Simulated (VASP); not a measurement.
A run of VASP 6.6.1:

Contents of INCAR:

```
PREC     = Accurate       # precision mode
ENCUT    = 520            # plane-wave cutoff, eV
EDIFF    = 1E-6           # SCF threshold, eV
ISMEAR   = -1             # smearing method
SIGMA    = 0.15           # smearing width, eV
LREAL    = False          # projectors in reciprocal space
LASPH    = True           # aspherical terms in the spheres
NELM     = 100            # most SCF steps
ALGO     = Normal         # electronic algorithm
ISIF     = 2              # what is computed and relaxed
LWAVE    = False          # write WAVECAR
LCHARG   = False          # write CHGCAR
GGA      = PE             # functional
NBANDS   = 12             # bands
```

Contents of KPOINTS:

```
Automatic mesh
0
Gamma
  16 16 16
```

Contents of POSCAR:

```
Ta
1.0
   -1.6611896825      1.6611896825      1.6611896825
    1.6611896825     -1.6611896825      1.6611896825
    1.6611896825      1.6611896825     -1.6611896825
Ta
1
Direct
    0.0000000000      0.0000000000      0.0000000000
```

Potentials or basis: VASP PAW PBE potentials, release 64 (Ta_pv).

Launch:

```sh
$ cat potpaw_PBE.64/Ta_pv/POTCAR > POTCAR
$ mpirun -np 1 vasp_std > vasp.out
```

Hardware: 1 thread of Intel(R) Xeon(R) 6975P-C (Granite Rapids), with other jobs on the host.

**Question.** Estimate the wall time of this run.

**Answer.** It took 7.9 s on 1 thread of Intel(R) Xeon(R) 6975P-C (Granite Rapids), with other jobs on the host, peak memory 0.16 GiB. Counts: scf iterations 11, k points 145.
